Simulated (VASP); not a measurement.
# TaN (rocksalt type) (Fm-3m) in VASP: notebook

TaN (rocksalt type) is run at these levels: PBE; tasks: single point.

Program: VASP 6.6.1. These are calculated values, not measurements. Logs are shortened: lines on timing, memory, paths and dates and some standing lists are left out, and cuts for length are marked.

## 1. The cell of the first run

The structure is cubic, space group Fm-3m (No. 225). The conventional cell has a = 3.973 Å, b = 3.973 Å, c = 3.973 Å, α = 90.00°, β = 90.00°, γ = 90.00°. Within 2.6 Å of Ta (site symmetry m-3m) lie 6 N at 1.99 Å. Within 2.6 Å of N (site symmetry m-3m) lie 6 Ta at 1.99 Å.

## 2. Single point, PBE

INCAR

```
PREC = Accurate
ENCUT = 520
EDIFF = 1E-6
ISMEAR = -1
SIGMA = 0.08
LREAL = F
LASPH = T
NELM = 60
ALGO = Normal
ISIF = 2
LWAVE = F
LCHARG = F
GGA = PE
NBANDS = 15
```

KPOINTS

```
Automatic mesh
0
Gamma
  17 17 17
```

POSCAR

```
TaN
1.0
    0.0000000000      1.9864062801      1.9864062801
    1.9864062801      0.0000000000      1.9864062801
    1.9864062801      1.9864062801      0.0000000000
Ta N
1 1
Direct
    0.0000000000      0.0000000000      0.0000000000
    0.5000000000      0.5000000000      0.5000000000
```

Potentials or basis: VASP PAW PBE potentials, release 64 (Ta_pv, N).

Launch:

```
$ cat potpaw_PBE.64/Ta_pv/POTCAR potpaw_PBE.64/N/POTCAR > POTCAR
$ mpirun -np 1 vasp_std > vasp.out
```

OUTCAR:

```text
PREC = Accurate
   ENCUT = 520
   EDIFF = 1E-6
   ISMEAR = -1
   LREAL = F
   LASPH = T
   NELM = 60
   ISIF = 2
   GGA = PE

 ion  position               nearest neighbor table
   1  0.000  0.000  0.000-   2 1.99   2 1.99   2 1.99   2 1.99   2 1.99   2 1.99
   2  0.500  0.500  0.500-   1 1.99   1 1.99   1 1.99   1 1.99   1 1.99   1 1.99

  LATTYP: Found a face centered cubic cell.
 ALAT       =     3.9728125602

  Lattice vectors:

 A1 = (   0.0000000000,   1.9864062801,   1.9864062801)
 A2 = (   1.9864062801,   0.0000000000,   1.9864062801)
 A3 = (   1.9864062801,   1.9864062801,   0.0000000000)

Analysis of symmetry for initial positions (statically):
=====================================================================
 Subroutine PRICEL returns:
 Original cell was already a primitive cell.

 Routine SETGRP: Setting up the symmetry group for a
 face centered cubic supercell.

 Subroutine GETGRP returns: Found 48 space group operations
 (whereof 48 operations were pure point group operations)
 out of a pool of 48 trial point group operations.

The static configuration has the point symmetry O_h .

Analysis of symmetry for dynamics (positions and initial velocities):
=====================================================================
 Subroutine PRICEL returns:
 Original cell was already a primitive cell.

 Routine SETGRP: Setting up the symmetry group for a
 face centered cubic supercell.

 Subroutine GETGRP returns: Found 48 space group operations
 (whereof 48 operations were pure point group operations)
 out of a pool of 48 trial point group operations.

The dynamic configuration has the point symmetry O_h .

 Subroutine INISYM returns: Found 48 space group operations
 (whereof 48 operations are pure point group operations),
 and found     1 'primitive' translations

----------------------------------------------------------------------------------------

                                     Primitive cell

  volume of cell :      15.6760

  direct lattice vectors                    reciprocal lattice vectors
     0.000000000  1.986406280  1.986406280    -0.251710843  0.251710843  0.251710843
     1.986406280  0.000000000  1.986406280     0.251710843 -0.251710843  0.251710843
     1.986406280  1.986406280  0.000000000     0.251710843  0.251710843 -0.251710843

  length of vectors
     2.809202702  2.809202702  2.809202702     0.435975969  0.435975969  0.435975969

  position of ions in fractional coordinates (direct lattice)
     0.000000000  0.000000000  0.000000000
     0.500000000  0.500000000  0.500000000

  ion indices of the primitive-cell ions
   primitive index   ion index
                 1           1
                 2           2

----------------------------------------------------------------------------------------

 KPOINTS: Automatic mesh

Automatic generation of k-mesh.
 Grid dimensions read from file:
 generate k-points for:   17   17   17

 Generating k-lattice:

  Cartesian coordinates                     Fractional coordinates (reciprocal lattice)
    -0.014806520  0.014806520  0.014806520     0.058823529  0.000000000  0.000000000
     0.014806520 -0.014806520  0.014806520     0.000000000  0.058823529  0.000000000
     0.014806520  0.014806520 -0.014806520     0.000000000  0.000000000  0.058823529

  Length of vectors
     0.025645645  0.025645645  0.025645645

  Shift w.r.t. Gamma in fractional coordinates (k-lattice)
     0.000000000  0.000000000  0.000000000

 Subroutine IBZKPT returns following result:
 ===========================================

 Found    165 irreducible k-points:

 Following reciprocal coordinates:
            Coordinates               Weight
  0.000000  0.000000  0.000000      1.000000
  0.058824  0.000000  0.000000      8.000000
  0.117647  0.000000  0.000000      8.000000
  0.176471  0.000000  0.000000      8.000000
  0.235294  0.000000  0.000000      8.000000
  0.294118  0.000000  0.000000      8.000000
[... 16 lines left out ...]
 -0.176471  0.058824  0.000000     24.000000
 -0.117647  0.058824  0.000000     24.000000
 [... further k-points ...]
   k-points           NKPTS =    165   k-points in BZ     NKDIM =    165   number of bands    NBANDS=     15
   number of dos      NEDOS =    301   number of ions     NIONS =      2
   total plane-waves  NPLWV =  13824
   dimension x,y,z NGX =    24 NGY =   24 NGZ =   24
   dimension x,y,z NGXF=    48 NGYF=   48 NGZF=   48
   ions per type =               1   1
   NGX,Y,Z   is equivalent  to a cutoff of  14.20, 14.20, 14.20 a.u.
   NGXF,Y,Z  is equivalent  to a cutoff of  28.41, 28.41, 28.41 a.u.
 SYSTEM =  unknown system
   PREC   = accura    normal or accurate (medium, high low for compatibility)
   ISTART =      0    job   : 0-new  1-cont  2-samecut
   ICHARG =      2    charge: 1-file 2-atom 10-const
   ISPIN  =      1    spin polarized calculation?
   LNONCOLLINEAR =      F non collinear calculations
   LSORBIT =      F    spin-orbit coupling
   LASPH  =      T    aspherical Exc in radial PAW
   ENCUT  =  520.0 eV  38.22 Ry    6.18 a.u.   5.22  5.22  5.22*2*pi/ulx,y,z
   NELM   =     60;   NELMIN=  2; NELMDL= -5     # of ELM steps
   EDIFF  = 0.1E-05   stopping-criterion for ELM
   LREAL  =      F    real-space projection
   EDIFFG = 0.1E-04   stopping-criterion for IOM
   NSW    =      0    number of steps for IOM
   IBRION =     -1    ionic relax: 0-MD 1-quasi-New 2-CG
   NFREE  =      0    steps in history (QN), initial steepest desc. (CG)
   ISIF   =      2    stress and relaxation
   ISYM   =      2    0-nonsym 1-usesym 2-fastsym
   POTIM  = 0.5000    time-step for ionic-motion
   TEBEG  =    0.0;   TEEND  =   0.0 temperature during run
   PSTRESS=    0.0 pullay stress
   NELECT =      16.0000    total number of electrons
   NUPDOWN=      -1.0000    fix difference up-down
   EMIN   =  10.00;   EMAX   =-10.00  energy-range for DOS
   EFERMI =   0.00;   METHOD = LEGACY
   ISMEAR =    -1;   SIGMA  =   0.08  broadening in eV -4-tet -1-fermi 0-gaus
   EFERMI_NEDOS =   21; number of points for ismear=-14 and -15
   IALGO  =     38    algorithm
   IMIX   =      4    mixing-type and parameters
     AMIX     =   0.40;   BMIX     =  1.00
     AMIX_MAG =   1.60;   BMIX_MAG =  1.00
  volume/ion in A,a.u.               =       7.84        52.89
  Fermi-wavevector in a.u.,A,eV,Ry     =   1.648302  3.114839 36.965655  2.716899
  Thomas-Fermi vector in A             =   2.737614
   LORBIT       =      0    0 simple, 1 ext, 2 COOP (PROOUT), +10 PAW based schemes
   GGA     = PE    functional components
   LHFCALC =     F    Hartree Fock is set to
   AEXX    =    0.0000 exact exchange contribution
   IVDW    =     0    specifies the selected vdW correction
   LEPSILON=     F    determine dielectric tensor
   LRPA    =     F    only Hartree local field effects (RPA)
 non-spin polarized calculation
  energy-cutoff  :      520.00
  volume of cell :       15.68
 maximum number of plane-waves:       440
 NGX is ok and might be reduce to    24
   NGX = 11   NGY = 11   NGZ = 11

 number of electron      15.9999999 magnetization

 Free energy of the ion-electron system (eV)
  ---------------------------------------------------
  ext. energy  EPLUGINS =         0.00000000
  ---------------------------------------------------
  free energy    TOTEN  =       -18.85811350 eV

  energy without entropy =      -18.84794510  energy(sigma->0) =      -18.85302930

 E-fermi :  13.2697     XC(G=0): -15.2066

 val. band max:       13.2454710397   @ k =  -0.2941   0.2353   0.0588
 cond. band min:      13.3481981910   @ k =  -0.2941   0.0588   0.0000
 fundamental gap:      0.1027271513
 Fermi energy:        13.2697405731

 k-point     1 :       0.0000    0.0000    0.0000
  band No.  band energies     occupation
      1     -21.8353      2.00000
      2     -21.8353      2.00000
      3     -21.8353      2.00000
      4      -8.0481      2.00000
      5       8.6454      2.00000
      6       8.6454      2.00000
      7       8.6454      2.00000
      8      10.1737      2.00000
      9      10.1737      2.00000
     10      10.1737      2.00000
     11      13.4443      0.20282
     12      13.4443      0.20282
     13      17.9976      0.00000
     14      22.7989      0.00000
     15      26.4237      0.00000

 k-point     2 :       0.0588    0.0000    0.0000
  band No.  band energies     occupation
      1     -21.9392      2.00000
      2     -21.8422      2.00000
      3     -21.8422      2.00000
      4      -7.8848      2.00000
      5       8.0269      2.00000
      6       8.1575      2.00000
      7       8.1575      2.00000
      8      10.3928      2.00000
      9      10.3928      2.00000
     10      10.5434      2.00000
     11      13.9878      0.00025
     12      13.9878      0.00025
     13      18.2346      0.00000
     14      23.1851      0.00000
     15      26.4238      0.00000

 k-point     3 :       0.1176    0.0000    0.0000
  band No.  band energies     occupation
      1     -22.2262      2.00000
      2     -21.8622      2.00000
      3     -21.8622      2.00000
      4      -7.4228      2.00000
      5       6.8554      2.00000
      6       7.1894      2.00000
      7       7.1894      2.00000
      8      10.8727      2.00000
      9      10.8727      2.00000
     10      11.0719      2.00000
     11      15.2888      0.00000
     12      15.2888      0.00000
     13      18.8707      0.00000
     14      24.2793      0.00000
     15      26.4234      0.00000

 k-point     4 :       0.1765    0.0000    0.0000
  band No.  band energies     occupation
      1     -22.6348      2.00000
      2     -21.8920      2.00000
      3     -21.8920      2.00000
      4      -6.7314      2.00000
      5       5.5583      2.00000
      6       6.1700      2.00000
      7       6.1700      2.00000
      8      11.5603      2.00000
      9      11.5603      2.00000
     10      11.5689      2.00000
     11      16.9355      0.00000
     12      16.9355      0.00000
     13      19.7196      0.00000
     14      25.8970      0.00000
     15      26.4232      0.00000
[... 307 lines left out ...]
 k-point    22 :      -0.2353    0.0588    0.0000
  band No.  band energies     occupation
      1     -23.2451      2.00000
      2     -22.0422      2.00000
      3     -21.9031      2.00000
      4      -5.5371      2.00000
      5       3.6376      2.00000
      6       4.6761      2.00000
      7       5.4111      2.00000
      8      12.1351      2.00000
      9      12.3015      1.99999
     10      13.8639      0.00119
     11      18.1737      0.00000
     12      20.3124      0.00000
     13      21.0276      0.00000
     14      26.4185      0.00000
     15      28.4590      0.00000

 k-point    23 :      -0.1765    0.0588    0.0000
  band No.  band energies     occupation
      1     -22.8038      2.00000
      2     -21.9969      2.00000
      3     -21.8686      2.00000
      4      -6.3713      2.00000
      5       4.8340      2.00000
      6       5.4794      2.00000
      7       6.2545      2.00000
      8      11.4251      2.00000
      9      11.6024      2.00000
     10      12.8440      1.99027
     11      16.5186      0.00000
     12      18.5264      0.00000
     13      20.2829      0.00000
     14      26.4209      0.00000
     15      26.7509      0.00000

 k-point    24 :      -0.1176    0.0588    0.0000
  band No.  band energies     occupation
      1     -22.3914      2.00000
      2     -21.9467      2.00000
      3     -21.8450      2.00000
      4      -7.0953      2.00000
      5       6.0635      2.00000
      6       6.4170      2.00000
      7       7.1224      2.00000
      8      10.7723      2.00000
      9      11.1911      2.00000
     10      11.9486      2.00000
     11      15.0815      0.00000
     12      16.7804      0.00000
     13      19.3930      0.00000
     14      25.0624      0.00000
     15      26.4232      0.00000

 [... further k-points ...]

------------------------ aborting loop because EDIFF is reached ----------------------------------------

  FORCE on cell =-STRESS in cart. coord.  units (eV):
  Direction    XX          YY          ZZ          XY          YZ          ZX
  --------------------------------------------------------------------------------------
  -------------------------------------------------------------------------------------
  Total       20.9902378     20.9902378     20.9902378      0.0000000      0.0000000      0.0000000
  in kB     2145.3280331   2145.3280331   2145.3280331      0.0000000      0.0000000      0.0000000
  external PRESSURE =    2145.3280331 kB  Pullay stress =       0.0000000 kB

 VOLUME and BASIS-vectors are now :
 -----------------------------------------------------------------------------
  energy-cutoff  :      520.00
  volume of cell :       15.68
      direct lattice vectors                 reciprocal lattice vectors
     0.000000000  1.986406280  1.986406280    -0.251710843  0.251710843  0.251710843
     1.986406280  0.000000000  1.986406280     0.251710843 -0.251710843  0.251710843
     1.986406280  1.986406280  0.000000000     0.251710843  0.251710843 -0.251710843

 POSITION                                       TOTAL-FORCE (eV/Angst)
 -----------------------------------------------------------------------------------
      0.00000      0.00000      0.00000         0.000000     -0.000000     -0.000000
      1.98641      1.98641      1.98641        -0.000000      0.000000      0.000000
 -----------------------------------------------------------------------------------
    total drift:                                0.000000     -0.000000     -0.000000

  FREE ENERGIE OF THE ION-ELECTRON SYSTEM (eV)
  ---------------------------------------------------
  free  energy   TOTEN  =       -18.8581135028 eV

  energy  without entropy=      -18.8479451001  energy(sigma->0) =      -18.85302930
```

Wall time 51 s (1 thread of Intel Xeon 8259CL, shared host); peak memory 0.17 GiB.

What came out:

| Item | Value |
| --- | --- |
| Free energy | -18.8581 eV |
| Pressure | 214.5 GPa |
| Band gap on the k mesh | zero (bands 8 and 9 overlap by 6.03 eV) |

Levels at points of the mesh, in eV from the Fermi level:
| k point | band 4 | band 5 | band 6 | band 7 | band 8 | band 9 | band 10 | band 11 | band 12 | band 13 |
| --- | --- | --- | --- | --- | --- | --- | --- | --- | --- | --- |
| (0.00, 0.00, 0.00) | -21.32 | -4.62 | -4.62 | -4.62 | -3.10 | -3.10 | -3.10 | 0.17 | 0.17 | 4.73 |

Caveat: the cell stands under pressure; spin-orbit coupling is left out, which moves the levels of the heavy elements.

## 3. Single point, PBE

This run uses another cell than the first one, of 7.82 Å³/atom.

INCAR

```
SYSTEM = TaN
ALGO = Normal
EDIFF = 1E-7
ENCUT = 520
GGA = PE
ISIF = 2
ISMEAR = -1
LASPH = .TRUE.
LCHARG = .FALSE.
LREAL = .FALSE.
LWAVE = .FALSE.
NBANDS = 15
NELM = 80
PREC = Accurate
SIGMA = 0.08
```

KPOINTS

```
k-points
0
G
  17 17 17
  0 0 0
```

POSCAR

```
TaN
1.0
    0.0000000000      1.9849520528      1.9849520528
    1.9849520528      0.0000000000      1.9849520528
    1.9849520528      1.9849520528      0.0000000000
Ta N
1 1
Direct
    0.0000000000      0.0000000000      0.0000000000
    0.5000000000      0.5000000000      0.5000000000
```

Potentials or basis: VASP PAW PBE potentials, release 64 (Ta_pv, N).

Launch:

```
$ cat potpaw_PBE.64/Ta_pv/POTCAR potpaw_PBE.64/N/POTCAR > POTCAR
$ mpirun -np 1 vasp_std > vasp.out
```

OUTCAR:

```text
SYSTEM = TaN
   EDIFF = 1E-7
   ENCUT = 520
   GGA = PE
   ISIF = 2
   ISMEAR = -1
   LASPH = .TRUE.
   LREAL = .FALSE.
   NELM = 80
   PREC = Accurate

 ion  position               nearest neighbor table
   1  0.000  0.000  0.000-   2 1.98   2 1.98   2 1.98   2 1.98   2 1.98   2 1.98
   2  0.500  0.500  0.500-   1 1.98   1 1.98   1 1.98   1 1.98   1 1.98   1 1.98

  LATTYP: Found a face centered cubic cell.
 ALAT       =     3.9699041056

  Lattice vectors:

 A1 = (   0.0000000000,   1.9849520528,   1.9849520528)
 A2 = (   1.9849520528,   0.0000000000,   1.9849520528)
 A3 = (   1.9849520528,   1.9849520528,   0.0000000000)

Analysis of symmetry for initial positions (statically):
=====================================================================
 Subroutine PRICEL returns:
 Original cell was already a primitive cell.

 Routine SETGRP: Setting up the symmetry group for a
 face centered cubic supercell.

 Subroutine GETGRP returns: Found 48 space group operations
 (whereof 48 operations were pure point group operations)
 out of a pool of 48 trial point group operations.

The static configuration has the point symmetry O_h .

[... 174 lines left out ...]
      6       8.6687      2.00000
      7       8.6687      2.00000
      8      10.1941      2.00000
      9      10.1941      2.00000
     10      10.1941      2.00000
     11      13.4741      0.20046
     12      13.4741      0.20046
     13      18.0537      0.00000
     14      22.8287      0.00000
[... 401 lines left out ...]
      2     -21.9136      2.00000
      3     -21.8111      2.00000
      4      -7.0785      2.00000
      5       6.0820      2.00000
      6       6.4337      2.00000
      7       7.1416      2.00000
      8      10.7942      2.00000
      9      11.2149      2.00000
     10      11.9741      2.00000
     11      15.1171      0.00000
     12      16.8197      0.00000
     13      19.4483      0.00000
     14      25.0982      0.00000
     15      26.4577      0.00000

 [... further k-points ...]

------------------------ aborting loop because EDIFF is reached ----------------------------------------

  FORCE on cell =-STRESS in cart. coord.  units (eV):
  Direction    XX          YY          ZZ          XY          YZ          ZX
  --------------------------------------------------------------------------------------
  -------------------------------------------------------------------------------------
  Total       21.1924965     21.1924965     21.1924965      0.0000000      0.0000000     -0.0000000
  in kB     2170.7641677   2170.7641677   2170.7641677      0.0000000      0.0000000     -0.0000000
  external PRESSURE =    2170.7641677 kB  Pullay stress =       0.0000000 kB

 VOLUME and BASIS-vectors are now :
 -----------------------------------------------------------------------------
  energy-cutoff  :      520.00
  volume of cell :       15.64
      direct lattice vectors                 reciprocal lattice vectors
     0.000000000  1.984952053  1.984952053    -0.251895253  0.251895253  0.251895253
     1.984952053  0.000000000  1.984952053     0.251895253 -0.251895253  0.251895253
     1.984952053  1.984952053  0.000000000     0.251895253  0.251895253 -0.251895253

 POSITION                                       TOTAL-FORCE (eV/Angst)
 -----------------------------------------------------------------------------------
      0.00000      0.00000      0.00000        -0.000000      0.000000     -0.000000
      1.98495      1.98495      1.98495         0.000000     -0.000000      0.000000
 -----------------------------------------------------------------------------------
    total drift:                                0.000000     -0.000000     -0.000000

  FREE ENERGIE OF THE ION-ELECTRON SYSTEM (eV)
  ---------------------------------------------------
  free  energy   TOTEN  =       -18.8117069682 eV

  energy  without entropy=      -18.8015642524  energy(sigma->0) =      -18.80663561
```

Run time: 63 s. Hardware: 1 thread of Intel Xeon 8259CL, shared host; peak memory 0.17 GiB.

What came out:

* Free energy: -18.8117 eV
* Pressure: 217.1 GPa
* Band gap on the k mesh: zero (bands 8 and 9 overlap by 6.05 eV)

Levels at points of the mesh, in eV from the Fermi level:
| k point | band 6 | band 7 | band 8 | band 9 | band 10 | band 11 |
| --- | --- | --- | --- | --- | --- | --- |
| (0.00, 0.00, 0.00) | -4.63 | -4.63 | -3.10 | -3.10 | -3.10 | 0.18 |

Caveat: the cell stands under pressure; spin-orbit coupling is left out, which moves the levels of the heavy elements.
